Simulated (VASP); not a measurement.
A run of VASP 6.6.1 is set up as follows.

File INCAR:

```
ALGO = Normal
EDIFF = 1E-6
ENCUT = 520
GGA = PS
ISIF = 2
ISMEAR = -1
LASPH = T
LCHARG = T
LELF = T
LREAL = F
LVHAR = T
LWAVE = F
NBANDS = 20
NELM = 80
PREC = Accurate
SIGMA = 0.03
```

KPOINTS

```
k-points
0
Gamma
  6 6 6
```

Contents of POSCAR:

```
WSe2
1.0
    0.0000000000      3.0653325089      3.0653325089
    3.0653325089      0.0000000000      3.0653325089
    3.0653325089      3.0653325089      0.0000000000
W Se
1 2
Direct
    0.0000000000      0.0000000000      0.0000000000
    0.2500000000      0.2500000000      0.2500000000
    0.7500000000      0.7500000000      0.7500000000
```

Potentials or basis: VASP PAW PBE potentials, release 64 (W_sv, Se).

Launch:

```sh
$ cat potpaw_PBE.64/W_sv/POTCAR potpaw_PBE.64/Se/POTCAR > POTCAR
$ mpirun -np 1 vasp_std > vasp.out
```

(1) Predict the band gap on the k mesh.

(2) What does it give for the pressure?

## Answers

(1) zero (band 13 reaches 7.31 eV, above the bottom of band 14 at 6.53 eV).

(2) 0.3 GPa.

Caveat: the PAW data sets were made with another functional, which shifts forces and pressure a little; spin-orbit coupling is left out, which moves the levels of the heavy elements.
